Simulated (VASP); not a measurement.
A run of VASP 6.6.1:

Contents of INCAR:

```
ALGO = Normal
EDIFF = 1E-6
ENCUT = 600
GGA = PS
GGA_COMPAT = False
ISIF = 2
ISMEAR = -1
LASPH = True
LCHARG = False
LREAL = False
LWAVE = False
NBANDS = 28
NELM = 120
PREC = Accurate
SIGMA = 0.05
```

Contents of KPOINTS:

```
k-points
0
Gamma
  6 6 6
```

The input POSCAR:

```
KTaO3
1.0
    3.9085340000      0.0000000000      0.0000000000
    0.0000000000      3.9085340000      0.0000000000
    0.0000000000      0.0000000000      3.9883000000
Ta K O
1 1 3
Direct
    0.0000000000      0.0000000000      0.0000000000
    0.5000000000      0.5000000000      0.5000000000
    0.0000000000      0.0000000000      0.5000000000
    0.0000000000      0.5000000000      0.0000000000
    0.5000000000      0.0000000000      0.0000000000
```

Potentials or basis: VASP PAW PBE potentials, release 64 (Ta_sv_GW, K_sv, O).

Run with:

```sh
$ cat potpaw_PBE.64/Ta_sv_GW/POTCAR potpaw_PBE.64/K_sv/POTCAR potpaw_PBE.64/O/POTCAR > POTCAR
$ mpirun -np 1 vasp_std > vasp.out
```

Hardware: 1 thread of AMD EPYC 9R45 (Zen 5), with other jobs on the host.

Task: How long does it take, and how much memory?

Result: Wall time 120 s on 1 thread of AMD EPYC 9R45 (Zen 5) (shared host), peak memory 0.2 GiB. Counts: scf iterations 20, k points 40.
